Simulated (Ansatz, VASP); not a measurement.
Two plane-wave programs on Sr

```
CELL_PARAMETERS angstrom
0.00000 2.89230 2.89230
2.89230 0.00000 2.89230
2.89230 2.89230 0.00000
ATOMIC_POSITIONS crystal
Sr 0.00000 0.00000 0.00000
```

Alike in both runs: functional LDA; k mesh 14 × 14 × 14; occupations gaussian, width 0.01 eV; no spin polarisation.

Ansatz relaxed the structure, and its values are those at the end. VASP's run is a single point on that final structure, the one shown.

```csv
,VASP,Ansatz
version,VASP 6.6.1,Ansatz 0.2.0
potentials or method,"VASP PAW LDA potentials, release 64 (Sr_sv), cutoff 520 eV","scalar-relativistic, plane waves, PAW"
valence electrons in the cell,10,10
```

|  | VASP | Ansatz | Ansatz less VASP |
| --- | --- | --- | --- |
| gap on the k mesh at the Fermi level (eV) | 0.10 | 0.09 | -0.007 |
| least direct gap on the mesh (eV) | 0.14 | 0.14 | -0.001 |
| pressure (GPa) | 0.0 | 0.0 | 0.00 |

Ansatz warns that its potentials were made for another functional, while VASP's fit it. LDA's correlation is that of Perdew and Zunger in VASP and of Perdew and Wang (1992) in Ansatz.
